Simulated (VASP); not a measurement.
Runs of VASP 6.6.1 on Al2O3. Symmetry: R-3c, No. 167, trigonal system. Conventional cell: a = 4.805 Å, b = 4.805 Å, c = 13.116 Å, α = 90.00°, β = 90.00°, γ = 120.00°. Al (site symmetry 3) has 6 O at 1.87 to 1.99 Å within 2.5 Å. O (site symmetry 2) has 4 Al at 1.87 to 1.99 Å within 2.5 Å. 

```tsv
task	level	potentials or basis	gap on the mesh (eV)	pressure (GPa)	largest force (eV/Å)
single point	PBE	VASP PAW PBE potentials, release 64 (Al, O)	5.88	0.3	0.01
electric field gradients	PBEsol	VASP PAW PBE potentials, release 64 (Al, O)	5.79	(b)	(a)
electric field gradients	LDA	VASP PAW LDA potentials, release 64 (Al, O)	5.83	-10.9	0.09
electric field gradients	r2SCAN	VASP PAW PBE potentials, release 64 (Al, O)	6.78	-7.5	0.04
electric field gradients	PBE	VASP PAW PBE potentials, release 64 (Al, O)	5.88	0.3	0.01
```

Alike in all rows: no spin polarisation; cell as given; k mesh 8 × 8 × 8; cutoff (eV) 520; smearing fermi-dirac 0.02 eV.

Question: Estimate the missing entries.

Answer: (a) 0.05; (b) -4.8.

Caveats: the PAW data sets were made with another functional, which shifts forces and pressure a little (some runs).

A k mesh can miss the band edges.
